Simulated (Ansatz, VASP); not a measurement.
One calculation of Ti, two programs

Contents of INCAR:

```
PREC = Accurate
ENCUT = 600
EDIFF = 1E-7
ISMEAR = 0
SIGMA = 0.1
LREAL = F
LASPH = T
NELM = 80
ALGO = Fast
ISIF = 3
LWAVE = F
LCHARG = F
GGA = PS
IBRION = 2
NSW = 80
EDIFFG = -0.01
```

Contents of KPOINTS:

```
Automatic mesh
0
Gamma
  18 18 10
```

POSCAR

```
Ti
1.0
    2.8642373750      0.0000000000      0.0000000000
   -1.4321186875      2.4805023292      0.0000000000
    0.0000000000      0.0000000000      4.5282243256
Ti
2
Direct
    0.3333333333      0.6666666667      0.2500000000
    0.6666666667      0.3333333333      0.7500000000
```

Input for Ansatz:

```yaml
crystal:
  lattice:
    - [2.8642373756, 0.0, 0.0]
    - [-1.4321186878, 2.4805023297, 0.0]
    - [0.0, 0.0, 4.5282243267]
  atoms:
    - { symbol: Ti, position: [0.3333333333, 0.6666666667, 0.25] }
    - { symbol: Ti, position: [0.6666666667, 0.3333333333, 0.75] }
basis:
  ecutwfc: 420
kpoints:
  mp_grid: { grid: [18, 18, 10] }
hamiltonian:
  xc: pbesol
scf:
  occupations: { method: gaussian, width: 0.1 }
output:
  forces: true
  stress: true
  eigenvalues: true
relax:
  adjacent_minimum: "off"
  f_tol: 0.01
  max_steps: 60
  cell: { stress_tol: 0.1 }
```

Alike in both runs: task relaxation of cell and atoms; functional PBEsol; k mesh 18 × 18 × 10; occupations gaussian, width 0.1 eV; no spin polarisation.

|  | VASP | Ansatz |
| --- | --- | --- |
| version | VASP 6.6.1 | Ansatz 0.2.0 |
| potentials or method | VASP PAW PBE potentials, release 64 (Ti_sv), cutoff 600 eV | scalar-relativistic, plane waves, PAW |
| valence electrons in the cell | 24 | 24 |

|  | VASP | Ansatz | Ansatz less VASP |
| --- | --- | --- | --- |
| gap on the k mesh at the Fermi level, each at its own relaxed structure (eV) | none | none | - |
| relaxed volume (Å³/atom) | 16.68 | 16.72 | +0.040 |
| relaxed cell length with the largest relative difference (Å) | 2.898 | 2.901 | +0.0026 |

VASP's potentials were made for PBE, not for PBEsol. A gap of «none» marks a metal or a gap that the smearing closes.
